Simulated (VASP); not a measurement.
**WC (Qusongite): single point with r2SCAN**

The system is WC (Qusongite).

```
CELL_PARAMETERS angstrom
2.84717 0.00000 0.00000
-1.42358 2.46572 0.00000
0.00000 0.00000 2.77869
ATOMIC_POSITIONS crystal
W 0.00000 0.00000 0.00000
C 0.66667 0.33333 0.50000
```

| Quantity | Value |
| --- | --- |
| Program | VASP 6.6.1 |
| Task | single point |
| Functional | r2SCAN |
| Potentials or basis | VASP PAW PBE potentials, release 64 (W_sv, C) |
| Cutoff | 520 eV |
| k mesh | 10 × 10 × 9 |
| Occupations | fermi-dirac, width 0.05 eV |
| Spin | no spin polarisation |
| Dipole correction | no |
| Further INCAR settings | ALGO = Normal; EDIFF = 1e-06; NBANDS = 16 |

* Pressure: 33.0 GPa
* Band gap on the k mesh: zero (band 9 reaches 12.59 eV, above the bottom of band 10 at 11.27 eV)

Stress tensor (GPa, compression positive):
```
32.11  0.00  0.00
 0.00 32.11  0.00
 0.00  0.00 34.77
```

Levels at points of the mesh, in eV from the Fermi level:
```tsv
k point	band 5	band 6	band 7	band 8	band 9	band 10	band 11	band 12	band 13	band 14
(0.00, 0.00, 0.00)	-15.74	-4.88	-3.77	-3.77	0.11	3.72	3.72	6.33	6.33	7.22
(0.50, 0.00, 0.00)	-12.12	-7.64	-4.06	-4.01	-0.54	2.69	5.15	5.56	7.68	10.66
```

It took 74 s on 1 thread of Intel Xeon 8259CL, on a shared host, peak memory 0.16 GiB.

Caveat: the PAW data sets were made with another functional, which shifts forces and pressure a little; spin-orbit coupling is left out, which moves the levels of the heavy elements.
